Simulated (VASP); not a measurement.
# ScAl3N3 (P-6m2) in VASP: notebook, part 2 of 2

VASP 6.6.1. The steps go on from the part before.

### Step 3. Single point, PBE

This run uses another cell than the first one, of 15.26 Å³/atom, 1.042 times its volume.

INCAR reads:

```
  PREC = Accurate
  ENCUT = 600
  EDIFF = 1E-6
  ISMEAR = 0
  SIGMA = 0.2
  LREAL = False
  LASPH = True
  NELM = 120
  ALGO = Normal
  ISIF = 2
  LWAVE = False
  LCHARG = True
  GGA = PE
  LELF = True
  LVHAR = True
  NBANDS = 26
  GGA_COMPAT = False
```

KPOINTS reads:

```
regular mesh
0
Gamma
  4 4 3
```

POSCAR reads:

```
ScAl3N3
1.0
    5.0641628945      0.0000000000      0.0000000000
   -2.5320814473      4.3856937156      0.0000000000
    0.0000000000      0.0000000000      4.8081535824
Sc Al N
1 3 3
Direct
    0.0000000000      0.0000000000      0.0000000000
    0.1697615906      0.8302384094      0.5000000000
    0.1697615906      0.3395231812      0.5000000000
    0.6604768188      0.8302384094      0.5000000000
    0.3333333333      0.6666666667      0.0000000000
    0.6666666667      0.3333333333      0.3680956945
    0.6666666667      0.3333333333      0.6319043055
```

Potentials or basis: VASP PAW PBE potentials, release 64 (Sc_sv, Al, N).

Command:

```sh
cat potpaw_PBE.64/Sc_sv/POTCAR potpaw_PBE.64/Al/POTCAR potpaw_PBE.64/N/POTCAR > POTCAR
mpirun -np 1 vasp_std > vasp.out
```

OUTCAR:

```text
PREC = Accurate
   ENCUT = 600
   EDIFF = 1E-6
   ISMEAR = 0
   LREAL = False
   LASPH = True
   NELM = 120
   ISIF = 2
   GGA = PE

 ion  position               nearest neighbor table
   1  0.000  0.000  0.000-   4 2.83   4 2.83   2 2.83   2 2.83   3 2.83   3 2.83
   2  0.170  0.830  0.500-   4 2.49   3 2.49   4 2.58   3 2.58   1 2.83   1 2.83
   3  0.170  0.340  0.500-   4 2.49   2 2.49   4 2.58   2 2.58   1 2.83   1 2.83
   4  0.660  0.830  0.500-   2 2.49   3 2.49   2 2.58   3 2.58   1 2.83   1 2.83
   5  0.333  0.667  0.000-
   6  0.667  0.333  0.368-   7 1.27
   7  0.667  0.333  0.632-   6 1.27

  LATTYP: Found a hexagonal cell.
 ALAT       =     5.0641628945
 C/A-ratio  =     0.9494468647

  Lattice vectors:

 A1 = (   5.0641628945,   0.0000000000,   0.0000000000)
 A2 = (  -2.5320814473,   4.3856937156,   0.0000000000)
 A3 = (   0.0000000000,   0.0000000000,   4.8081535824)

Analysis of symmetry for initial positions (statically):
=====================================================================
 Subroutine PRICEL returns:
 Original cell was already a primitive cell.

 Routine SETGRP: Setting up the symmetry group for a
 hexagonal supercell.

 Subroutine GETGRP returns: Found 12 space group operations
 (whereof 12 operations were pure point group operations)
 out of a pool of 24 trial point group operations.

The static configuration has the point symmetry D_3h.

Analysis of symmetry for dynamics (positions and initial velocities):
=====================================================================
 Subroutine PRICEL returns:
 Original cell was already a primitive cell.

 Routine SETGRP: Setting up the symmetry group for a
 hexagonal supercell.

[... 115 lines left out ...]
   IMIX   =      4    mixing-type and parameters
     AMIX     =   0.40;   BMIX     =  1.00
     AMIX_MAG =   1.60;   BMIX_MAG =  1.00
  volume/ion in A,a.u.               =      15.26       102.95
  Fermi-wavevector in a.u.,A,eV,Ry     =   1.128728  2.132987 17.334197  1.274028
  Thomas-Fermi vector in A             =   2.265419
   LORBIT       =      0    0 simple, 1 ext, 2 COOP (PROOUT), +10 PAW based schemes
   GGA     = PE    functional components
   LHFCALC =     F    Hartree Fock is set to
   AEXX    =    0.0000 exact exchange contribution
   IVDW    =     0    specifies the selected vdW correction
   LEPSILON=     F    determine dielectric tensor
   LRPA    =     F    only Hartree local field effects (RPA)
 non-spin polarized calculation
 Gauss-broadening in eV      SIGMA  =   0.20
  energy-cutoff  :      600.00
  volume of cell :      106.79
 maximum number of plane-waves:      3589
   NGX = 21   NGY = 21   NGZ = 19

 number of electron      34.9999999 magnetization

 Free energy of the ion-electron system (eV)
  ---------------------------------------------------
  ext. energy  EPLUGINS =         0.00000000
  ---------------------------------------------------
  free energy    TOTEN  =       -35.65416406 eV

  energy without entropy =      -35.54982113  energy(sigma->0) =      -35.60199259

 E-fermi :   5.1106     XC(G=0):  -9.8860

 val. band max:        5.0194932736   @ k =   0.0000   0.0000   0.3333
 cond. band min:       5.1395244361   @ k =   0.2500   0.2500   0.0000
 fundamental gap:      0.1200311625
 Fermi energy:         5.1105692565

 k-point     1 :       0.0000    0.0000    0.0000
  band No.  band energies     occupation
      1     -44.5436      2.00000
      2     -23.2567      2.00000
      3     -23.2567      2.00000
      4     -23.0472      2.00000
      5     -16.5429      2.00000
      6      -7.4889      2.00000
[... 221 lines left out ...]
     25       8.5929      0.00000
     26       8.7268      0.00000

------------------------ aborting loop because EDIFF is reached ----------------------------------------

  FORCE on cell =-STRESS in cart. coord.  units (eV):
  Direction    XX          YY          ZZ          XY          YZ          ZX
  --------------------------------------------------------------------------------------
  -------------------------------------------------------------------------------------
  Total        0.2197027      0.2197027      0.4685382     -0.0000000      0.0000000      0.0000000
  in kB        3.2962610      3.2962610      7.0296111     -0.0000000      0.0000000      0.0000000
  external PRESSURE =       4.5407111 kB  Pullay stress =       0.0000000 kB

 VOLUME and BASIS-vectors are now :
 -----------------------------------------------------------------------------
  energy-cutoff  :      600.00
  volume of cell :      106.79
      direct lattice vectors                 reciprocal lattice vectors
     5.064162894  0.000000000  0.000000000     0.197466002  0.114007049  0.000000000
    -2.532081447  4.385693716  0.000000000     0.000000000  0.228014099  0.000000000
     0.000000000  0.000000000  4.808153582     0.000000000  0.000000000  0.207980045

 POSITION                                       TOTAL-FORCE (eV/Angst)
 -----------------------------------------------------------------------------------
      0.00000      0.00000      0.00000        -0.000000      0.000000      0.000000
     -1.24253      3.64117      2.40408         0.012215     -0.007052      0.000000
     -0.00000      1.48904      2.40408        -0.000000      0.014105      0.000000
      1.24253      3.64117      2.40408        -0.012215     -0.007052      0.000000
     -0.00000      2.92380      0.00000        -0.000000      0.000000      0.000000
      2.53208      1.46190      1.76986        -0.000000      0.000000     -0.293581
      2.53208      1.46190      3.03829        -0.000000      0.000000      0.293581
 -----------------------------------------------------------------------------------
    total drift:                               -0.000000      0.000000      0.000000

  FREE ENERGIE OF THE ION-ELECTRON SYSTEM (eV)
  ---------------------------------------------------
  free  energy   TOTEN  =       -35.6541640597 eV

  energy  without entropy=      -35.5498211256  energy(sigma->0) =      -35.60199259
```

stdout:

```text
POSCAR found type information on POSCAR ScAlN
 POSCAR found :  3 types and       7 ions
 scaLAPACK will be used
 LDA part: xc-table for (Slater+PW92), standard interpolation
 POSCAR, INCAR and KPOINTS ok, starting setup
 FFT: planning ... GRIDC
 FFT: planning ... GRID_SOFT
 FFT: planning ... GRID
 WAVECAR not read
 entering main loop
```

Wall time 40 s (1 thread of Intel Xeon Platinum 8259CL at 2.50GHz (Skylake/Cascade Lake), shared host); peak memory 0.25 GiB.

What came out:

```
Free energy   : -35.6542 eV
Pressure      : 0.5 GPa
Largest force : 0.294 eV/Å
```

Forces in eV/Å, atoms in the order of the input:
```
Sc   0.000  0.000  0.000
Al   0.012 -0.007  0.000
Al   0.000  0.014  0.000
Al  -0.012 -0.007  0.000
N    0.000  0.000  0.000
N    0.000  0.000 -0.294
N    0.000  0.000  0.294
```

Stress tensor (GPa, compression positive):
```
0.33 0.00 0.00
0.00 0.33 0.00
0.00 0.00 0.70
```

Caveat: the k points lie up to 0.44 Å⁻¹ apart.
